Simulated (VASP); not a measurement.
A run of VASP 6.6.1:

Contents of INCAR:

```
SYSTEM = NiO
  PREC = Accurate
  ENCUT = 520
  EDIFF = 1E-7
  ISMEAR = -1
  SIGMA = 0.05
  LREAL = .FALSE.
  LASPH = .TRUE.
  NELM = 150
  ALGO = Normal
  ISIF = 2
  LWAVE = .FALSE.
  LCHARG = .FALSE.
  ISPIN = 2
  MAGMOM = 1 0
  LORBIT = 11
  LMAXMIX = 4
  GGA = VW
  NBANDS = 19
```

File KPOINTS:

```
Automatic mesh
0
G
  11 11 11
  0 0 0
```

Contents of POSCAR:

```
NiO
1.0
    0.0000000000      2.0217526179      2.0217526179
    2.0217526179      0.0000000000      2.0217526179
    2.0217526179      2.0217526179      0.0000000000
Ni O
1 1
Direct
    0.0000000000      0.0000000000      0.0000000000
    0.5000000000      0.5000000000      0.5000000000
```

Potentials or basis: VASP PAW PBE potentials, release 64 (Ni, O).

Launch:

```sh
$ cat potpaw_PBE.64/Ni/POTCAR potpaw_PBE.64/O/POTCAR > POTCAR
$ mpirun -np 1 vasp_std > vasp.out
```

Hardware: 1 thread of Intel Xeon 6975P-C, on a shared host.

Problem. Estimate the wall time of this run.

Solution. Wall time 22 s on 1 thread of Intel Xeon 6975P-C, with other jobs on the host, peak memory 0.15 GiB. Counts: scf iterations 20, k points 56.
